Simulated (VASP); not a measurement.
Write the native input for VASP 6.6.1 that does the following.

- Task: single point
- Functional: PBE
- Potentials or basis: VASP PAW PBE potentials, release 64 (Si, P)
- Cutoff: 520 eV
- k mesh: 12 × 12 × 12
- Occupations: gaussian, width 0.1 eV
- Spin: no spin polarisation
- Dipole correction: no
- Further INCAR settings: ALGO = Normal; EDIFF = 1e-07; NBANDS = 16

The structure of Si3P lies in POSCAR:

```
Si3P
1.0
    4.3283132232      0.0000000000      0.0000000000
    0.0000000000      4.3283132232      0.0000000000
    0.0000000000      0.0000000000      3.0914371605
Si P
3 1
Direct
    0.0000000000      0.5000000000      0.5000000000
    0.5000000000      0.0000000000      0.5000000000
    0.5000000000      0.5000000000      0.0000000000
    0.0000000000      0.0000000000      0.0000000000
```

The input as run:

INCAR

```
SYSTEM = Si3P
ALGO     = Normal         ! electronic algorithm
EDIFF    = 1E-7           ! SCF threshold, eV
ENCUT    = 520            ! plane-wave cutoff, eV
GGA      = PE             ! functional
ISIF     = 2              ! what is computed and relaxed
ISMEAR   = 0              ! smearing method
LASPH    = .True.         ! aspherical terms in the spheres
LCHARG   = .False.        ! write CHGCAR
LREAL    = .False.        ! projectors in reciprocal space
LWAVE    = .False.        ! write WAVECAR
NBANDS   = 16             ! bands
NELM     = 100            ! most SCF steps
PREC     = Accurate       ! precision mode
SIGMA    = 0.1            ! smearing width, eV
```

KPOINTS

```
k-points
0
Gamma
  12 12 12
  0 0 0
```

Potentials or basis: VASP PAW PBE potentials, release 64 (Si, P).

Launch:

```bash
$ cat potpaw_PBE.64/Si/POTCAR potpaw_PBE.64/P/POTCAR > POTCAR
$ mpirun -np 1 vasp_std > vasp.out
```

Results of the run:

```yaml
Pressure: 0.0 GPa
Band_gap_on_the_k_mesh: zero (an odd number of electrons rules out a gap without spin polarisation)
```

It took 90 s on 1 thread of Intel(R) Xeon(R) Platinum 8259CL CPU @ 2.50GHz (Skylake/Cascade Lake) (shared host), peak memory 0.27 GiB.
